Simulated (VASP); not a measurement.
Input of a VASP 6.6.1 run:

The input INCAR:

```
ALGO     = Normal         # electronic algorithm
EDIFF    = 1E-6           # SCF threshold, eV
ENCUT    = 520            # plane-wave cutoff, eV
GGA      = PS             # functional
ISIF     = 2              # what is computed and relaxed
ISMEAR   = -1             # smearing method
LASPH    = True           # aspherical terms in the spheres
LCHARG   = False          # write CHGCAR
LREAL    = False          # projectors in reciprocal space
LWAVE    = False          # write WAVECAR
NBANDS   = 12             # bands
NELM     = 100            # most SCF steps
PREC     = Accurate       # precision mode
SIGMA    = 0.08           # smearing width, eV
```

KPOINTS

```
k-points
0
Gamma
  13 13 13
```

File POSCAR:

```
Nb
1.0
    0.0000000000      2.1150000000      2.1573000000
    2.1150000000      0.0000000000      2.1573000000
    2.1150000000      2.1150000000      0.0000000000
Nb
1
Direct
    0.0000000000      0.0000000000      0.0000000000
```

Potentials or basis: VASP PAW PBE potentials, release 64 (Nb_sv).

Command:

```sh
$ cat potpaw_PBE.64/Nb_sv/POTCAR > POTCAR
$ mpirun -np 1 vasp_std > vasp.out
```

**Question.** Estimate the pressure.

**Answer.** -9.9 GPa.

Stress tensor (GPa, compression positive):
```
-11.37   0.00   0.00
  0.00 -11.37   0.00
  0.00   0.00  -6.93
```

Caveat: the cell differs from its parent crystal (zz strain of +2 %); the PAW data sets were made with another functional, which shifts forces and pressure a little.
